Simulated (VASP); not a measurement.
HfN: single point with PBEsol

Crystal: HfN.

```
Hf N
1.0
     0.00000    2.22512    2.22512
     2.25900   -0.03388    2.25900
     2.25900    2.25900   -0.03388
Hf N
1 1
Cartesian
  0.0000 0.0000 0.0000
  2.2590 2.2251 2.2251
```

This cell differs from its parent crystal: strain -0.0300 x Voigt [0, 0, 0, 1, 0, 0].

| Quantity | Value |
| --- | --- |
| Program | VASP 6.6.1 |
| Task | single point |
| Functional | PBEsol |
| Potentials or basis | VASP PAW PBE potentials, release 64 (Hf_pv, N) |
| Cutoff | 520 eV |
| k mesh | 18 × 18 × 18 |
| Occupations | gaussian, width 0.15 eV |
| Spin | no spin polarisation |

```json
{
  "Pressure": "-5.1 GPa",
  "Band gap on the k mesh": "zero (an odd number of electrons rules out a gap without spin polarisation)"
}
```

Stress tensor (GPa, compression positive):
```
-5.19  0.00  0.00
 0.00 -5.05  3.69
 0.00  3.69 -5.05
```

Levels at points of the mesh, in eV from the Fermi level:
| k point | band 5 | band 6 | band 7 | band 8 | band 9 | band 10 | band 11 | band 12 |
| --- | --- | --- | --- | --- | --- | --- | --- | --- |
| (0.00, 0.00, 0.00) | -3.04 | -2.97 | -2.88 | -0.59 | -0.40 | -0.11 | 1.86 | 1.97 |
| (0.50, 0.00, 0.00) | -8.87 | -6.34 | -6.14 | 3.26 | 3.64 | 4.11 | 4.39 | 8.93 |
| (0.00, 0.50, 0.00) | -8.90 | -6.17 | -5.96 | 3.06 | 3.65 | 3.83 | 4.47 | 8.77 |
| (0.50, 0.50, 0.00) | -5.37 | -3.83 | -3.64 | -3.64 | 4.08 | 5.42 | 5.56 | 5.75 |
| (0.00, 0.50, 0.50) | -5.37 | -3.83 | -3.75 | -3.52 | 4.12 | 5.56 | 5.58 | 5.63 |

Wall time 5.1 min on 1 thread of Intel Xeon 8259CL, on a shared host, peak memory 0.39 GiB.

Caveat: the cell differs from its parent crystal (strain -0.0300 x Voigt [0, 0, 0, 1, 0, 0]); the cell stands under tension; the PAW data sets were made with another functional, which shifts forces and pressure a little; spin-orbit coupling is left out, which moves the levels of the heavy elements.
